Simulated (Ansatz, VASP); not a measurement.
SiC in VASP and in Ansatz

```
CELL_PARAMETERS angstrom
0.00000 2.15054 2.15054
2.15054 0.00000 2.15054
2.15054 2.15054 0.00000
ATOMIC_POSITIONS crystal
Si 0.00000 0.00000 0.00000
C 0.25000 0.25000 0.25000
```

Alike in both runs: task single point; functional LDA; k mesh 10 × 10 × 10; no spin polarisation.

|  | VASP | Ansatz |
| --- | --- | --- |
| version | VASP 6.6.1 | Ansatz 0.2.0 |
| potentials or method | VASP PAW LDA potentials, release 64 (Si, C), cutoff 600 eV | scalar-relativistic, plane waves, PAW |
| occupations | gaussian, width 0.01 eV | fixed |
| valence electrons in the cell | 8 | 8 |

```csv
,VASP,Ansatz,Ansatz less VASP
gap on the k mesh at the Fermi level (eV),1.27,1.28,+0.013
least direct gap on the mesh (eV),4.54,4.55,+0.013
pressure (GPa),4.9,4.6,-0.26
```

LDA's correlation is that of Perdew and Zunger in VASP and of Perdew and Wang (1992) in Ansatz.
